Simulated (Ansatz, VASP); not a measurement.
# One calculation of Zr, two programs

```
Zr
1.0
    -0.03383    2.25500    2.25500
     2.25500   -0.03383    2.25500
     2.22118    2.22118    0.00000
Zr
1
Cartesian
  0.0000 0.0000 0.0000
```

Change from the starting cell: xy shear strain of -3 %, PAW files.

Alike in both runs: task electric field gradients; functional PBE; k mesh 16 × 16 × 16; occupations fermi-dirac, width 0.05 eV; no spin polarisation.

|  | VASP | Ansatz |
| --- | --- | --- |
| version | VASP 6.6.1 | Ansatz 0.2.0 |
| potentials or method | VASP PAW PBE potentials, release 64 (Zr_sv) | PAW with Ansatz's default frozen-core files, scalar-relativistic |
| plane-wave cutoff (eV) | 520 | 420 |
| valence electrons in the cell | 12 | 12 |

Ansatz gave:

- pressure (GPa): 1.1
- traceless stress, the component that is largest in VASP (GPa): 1.36
- size of Vzz on the site where it differs most (V/Å²): 14.8

Q: Which values does VASP return?

A: Pressure (GPa): 1.1; traceless stress, the component that is largest in VASP (GPa): 1.36; size of Vzz on the site where it differs most (V/Å²): 15.7.
